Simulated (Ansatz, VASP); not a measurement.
## Two plane-wave programs on SiC

```
CELL_PARAMETERS angstrom
0.00000 2.17805 2.09093
2.17805 0.00000 2.09093
2.17805 2.17805 0.00000
ATOMIC_POSITIONS crystal
Si 0.00000 0.00000 0.00000
C 0.25000 0.25000 0.25000
```

Change from the starting cell: uniaxial_z strain -4.0%.

Alike in both runs: task single point; functional PBE; k mesh 10 × 10 × 10; occupations fermi-dirac, width 0.02 eV; no spin polarisation.

|  | VASP | Ansatz |
| --- | --- | --- |
| version | VASP 6.6.1 | Ansatz 0.2.0 |
| potentials or method | VASP PAW PBE potentials, release 64 (Si, C) | plane waves, PAW |
| plane-wave cutoff (eV) | 520 | 420 |
| valence electrons in the cell | 8 | 8 |

Ansatz gave:

```
gap on the k mesh at the Fermi level (eV)                     : 0.90
pressure (GPa)                                                : 13.4
traceless stress, the component that is largest in VASP (GPa) : 6.37
```

Task: What did VASP give for the same quantities?

Result: gap on the k mesh at the Fermi level (eV): 0.89; pressure (GPa): 13.3; traceless stress, the component that is largest in VASP (GPa): 6.39.

With one functional, cell and mesh, what is left measures potentials, basis and numerics.
